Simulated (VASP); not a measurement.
# CF4: single point with LDA

The system is CF4.

```xyz
40
Lattice="8.9959 0.0000 0.0000 0.0000 8.9959 0.0000 0.0000 0.0000 8.9959" Properties=species:S:1:pos:R:3 pbc="T T T"
C     7.8400    3.6793    7.4916
C     3.0950    2.8166    1.3035
C     7.7719    7.9216    4.1560
C     7.6228    4.5153    2.4052
C     5.8461    8.2348    8.5098
C     1.9036    1.0265    6.6255
C     2.1374    6.6863    0.5641
C     2.3946    5.7451    5.3849
F     8.9517    3.9666    8.1435
F     6.9624    3.1412    8.3170
F     7.3363    4.7832    6.9751
F     8.1112    2.8192    6.5259
F     3.6606    3.6920    2.1116
F     3.7956    2.7311    0.1892
F     3.0592    1.6357    1.8888
F     1.8665    3.2058    1.0246
F     8.0881    7.2188    5.2305
F     7.4298    9.1466    4.5106
F     8.8039    7.9788    3.3414
F     6.7511    7.3417    3.5384
F     8.4750    5.0357    3.2711
F     6.4551    4.3383    2.9903
F     7.4829    5.3347    1.3795
F     8.0838    3.3568    1.9803
F     5.7802    8.2355    9.8264
F     4.8243    7.5607    8.0162
F     5.8057    9.4760    8.0673
F     6.9702    7.6640    8.1259
F     1.4858    1.4753    7.7923
F     1.1500   -0.0005    6.2540
F     1.8111    1.9879    5.7171
F     3.1636    0.6416    6.7377
F     2.9329    7.4956    1.2323
F     1.2420    6.1752    1.3877
F     1.5268    7.3629   -0.3909
F     2.8464    5.7102    0.0259
F     3.1022    6.6740    5.9964
F     1.5376    5.2139    6.2382
F     1.7353    6.2838    4.3765
F     3.2013    4.8074    4.9287
```

```json
{"Program": "VASP 6.6.1", "Task": "single point", "Functional": "LDA", "Potentials or basis": "VASP PAW LDA potentials, release 64 (C, F)", "Cutoff": "520 eV", "k mesh": "1 × 1 × 1", "Occupations": "fermi-dirac, width 0.02 eV", "Spin": "no spin polarisation"}
```

* Pressure: 0.9 GPa
* Largest force: 0.583 eV/Å
* Band gap on the k mesh: 8.88 eV

Forces in eV/Å, atoms in the order of the input:
```
C    0.038  0.027 -0.016
C   -0.024  0.007 -0.012
C   -0.120 -0.087  0.062
C   -0.006  0.030  0.009
C   -0.010 -0.006 -0.003
C    0.017 -0.033 -0.206
C   -0.025 -0.036 -0.012
C   -0.041 -0.016 -0.037
F    0.357  0.088  0.279
F   -0.313 -0.193  0.347
F   -0.169  0.405 -0.217
F    0.099 -0.294 -0.385
F    0.244  0.374  0.355
F    0.303 -0.032 -0.488
F   -0.011 -0.504  0.243
F   -0.514  0.159 -0.104
F    0.071 -0.162  0.291
F   -0.140  0.376  0.172
F    0.429 -0.022 -0.357
F   -0.216 -0.122 -0.141
F    0.309  0.192  0.317
F   -0.459 -0.058  0.219
F   -0.069  0.342 -0.403
F    0.211 -0.495 -0.165
F   -0.034 -0.016  0.558
F   -0.448 -0.287 -0.199
F   -0.007  0.536 -0.185
F    0.499 -0.241 -0.174
F   -0.223  0.203  0.444
F   -0.085 -0.174 -0.086
F    0.011  0.117 -0.094
F    0.267 -0.140 -0.042
F    0.370  0.350  0.284
F   -0.351 -0.200  0.290
F   -0.246  0.242 -0.385
F    0.264 -0.346 -0.210
F    0.287  0.414  0.277
F   -0.332 -0.207  0.318
F   -0.238  0.211 -0.367
F    0.306 -0.400 -0.175
```

Stress tensor (GPa, compression positive):
```
 0.90 -0.03 -0.09
-0.03  0.80  0.04
-0.09  0.04  0.89
```

Levels at points of the mesh, in eV from the valence-band top:
| k point | band 126 | band 127 | band 128 | band 129 | band 130 | band 131 |
| --- | --- | --- | --- | --- | --- | --- |
| (0.00, 0.00, 0.00) | -0.04 | -0.03 | 0.00 | 8.88 | 10.74 | 10.82 |

Run time: 5.7 min on 1 thread of Intel Xeon 8259CL, with other jobs on the host, peak memory 0.48 GiB.

Caveat: the k points lie up to 0.70 Å⁻¹ apart.
